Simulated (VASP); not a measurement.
Wanted: the native input for a VASP 6.6.1 run.

```
Task                   : single point
Functional             : PBE
Potentials or basis    : VASP PAW PBE potentials, release 64 (Al)
Cutoff                 : 500 eV
k mesh                 : 5 × 5 × 5
Occupations            : gaussian, width 0.1 eV
Spin                   : no spin polarisation
Dipole correction      : no
Further INCAR settings : ALGO = Normal; EDIFF = 1e-06; NBANDS = 8
```

The structure of Al lies in POSCAR:

```
Al
1.0
   -1.5912186900      1.5912186900      1.5912186900
    1.5912186900     -1.5912186900      1.5912186900
    1.5912186900      1.5912186900     -1.5912186900
Al
1
Direct
    0.0000000000      0.0000000000      0.0000000000
```

One way to write it, as run:

INCAR

```
ALGO     = Normal         # electronic algorithm
EDIFF    = 1E-6           # SCF threshold, eV
ENCUT    = 500            # plane-wave cutoff, eV
GGA      = PE             # functional
GGA_COMPAT= False        
ISIF     = 2              # what is computed and relaxed
ISMEAR   = 0              # smearing method
LASPH    = True           # aspherical terms in the spheres
LCHARG   = True           # write CHGCAR
LELF     = True           # ELF
LREAL    = False          # projectors in reciprocal space
LVHAR    = True         
LWAVE    = False          # write WAVECAR
NBANDS   = 8              # bands
NELM     = 120            # most SCF steps
PREC     = Accurate       # precision mode
SIGMA    = 0.1            # smearing width, eV
```

KPOINTS

```
k-points
0
Gamma
  5 5 5
```

Potentials or basis: VASP PAW PBE potentials, release 64 (Al).

The run is started by

```bash
$ cat potpaw_PBE.64/Al/POTCAR > POTCAR
$ mpirun -np 1 vasp_std > vasp.out
```

Results of the run:

```
Pressure : 5.7 GPa
```

Caveat: the k points lie up to 0.56 Å⁻¹ apart.

It took 4.2 s on 1 thread of Intel Xeon 8259CL, on a shared host, peak memory 0.11 GiB.
